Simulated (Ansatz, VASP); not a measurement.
ZrCl6 in VASP and in Ansatz

INCAR

```
SYSTEM = ZrCl6
PREC = Accurate ; ENCUT = 520
EDIFF = 1E-6 ; ISMEAR = 0
SIGMA = 0.1 ; LREAL = .False.
LASPH = .True. ; NELM = 60
ALGO = Normal ; ISIF = 2
LWAVE = .False. ; LCHARG = .True.
GGA = PE ; LELF = .True.
LVHAR = .True. ; NBANDS = 36
```

The input KPOINTS:

```
regular mesh
0
Gamma
  3 3 4
  0 0 0
```

Contents of POSCAR:

```
ZrCl6
1.0
    5.9327079100      0.0000000000      0.0000000000
   -2.9663539600      5.1378757600      0.0000000000
    0.0000000000      0.0000000000      5.0271145500
Zr Cl
1 6
Direct
    0.0000000000      0.0000000000      0.0000000000
    0.0000000000      0.3336124100      0.5000000000
    0.6663875900      0.6663875900      0.5000000000
    0.3336124100      0.0000000000      0.5000000000
    0.0000000000      0.6663875900      0.5000000000
    0.3336124100      0.3336124100      0.5000000000
    0.6663875900      0.0000000000      0.5000000000
```

Input for Ansatz:

```yaml
crystal:
  lattice:
    - [5.93270791, 0.0, 0.0]
    - [-2.96635396, 5.13787576, 0.0]
    - [0.0, 0.0, 5.02711455]
  atoms:
    - { symbol: Zr, position: [0.0, 0.0, 0.0] }
    - { symbol: Cl, position: [0.0, 0.33361241, 0.5] }
    - { symbol: Cl, position: [0.66638759, 0.66638759, 0.5] }
    - { symbol: Cl, position: [0.33361241, 0.0, 0.5] }
    - { symbol: Cl, position: [0.0, 0.66638759, 0.5] }
    - { symbol: Cl, position: [0.33361241, 0.33361241, 0.5] }
    - { symbol: Cl, position: [0.66638759, 0.0, 0.5] }
basis:
  ecutwfc: 420
kpoints:
  mp_grid: { grid: [3, 3, 4] }
hamiltonian:
  xc: pbe
scf:
  occupations: { method: gaussian, width: 0.1 }
  lower_state_search: "off"
output:
  forces: true
  stress: true
  eigenvalues: true
```

Change from the starting cell: species swapped into the LiC6 type (P6/mmm, No. 191).

Alike in both runs: task single point; functional PBE; k mesh 3 × 3 × 4; occupations gaussian, width 0.1 eV; no spin polarisation.

```csv
,VASP,Ansatz
version,VASP 6.6.1,Ansatz 0.2.0
potentials or method,"VASP PAW PBE potentials, release 64 (Zr_sv, Cl), cutoff 520 eV","scalar-relativistic, plane waves, PAW"
valence electrons in the cell,54,54
```

Ansatz gave:

| Item | Value |
| --- | --- |
| gap on the k mesh at the Fermi level (eV) | none |
| rms of the force components (eV/Å) | 0.027 |

Question: Estimate VASP's values.

Answer: gap on the k mesh at the Fermi level (eV): none; rms of the force components (eV/Å): 0.017.

Atom by atom the forces differ by 0.010 eV/Å (rms over components). A gap of «none» marks a metal or a gap that the smearing closes.

The k mesh is coarse, so the values compare programs but aren't converged.
